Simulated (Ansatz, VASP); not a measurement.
# Two plane-wave programs on C

```xyz
4
Lattice="2.5407 0.0000 0.0000 -1.2704 2.2003 0.0000 0.0000 0.0000 4.2314" Properties=species:S:1:pos:R:3 pbc="T T T"
C     0.0000    1.4669    0.0002
C     1.2704    0.7334    2.1159
C     0.0000    1.4669    1.5866
C     1.2704    0.7334    3.7023
```

Change from the starting cell: hydrostatic strain +1.5%.

Alike in both runs: task single point; functional PBE; k mesh 12 × 12 × 6; occupations fermi-dirac, width 0.02 eV; no spin polarisation.

|  | VASP | Ansatz |
| --- | --- | --- |
| version | VASP 6.6.1 | Ansatz 0.2.0 |
| potentials or method | VASP PAW PBE potentials, release 64 (C) | plane waves, PAW |
| plane-wave cutoff (eV) | 520 | 420 |
| valence electrons in the cell | 16 | 16 |

Ansatz gave:

```
gap on the k mesh at the Fermi level (eV)                     : 3.50
pressure (GPa)                                                : -14.3
traceless stress, the component that is largest in VASP (GPa) : -0.58
rms of the force components (eV/Å)                            : 0.005
```

Task: Estimate VASP's values.

Result: gap on the k mesh at the Fermi level (eV): 3.49; pressure (GPa): -13.8; traceless stress, the component that is largest in VASP (GPa): -0.66; rms of the force components (eV/Å): 0.008.

Atom by atom the forces differ by 0.003 eV/Å (rms over components).
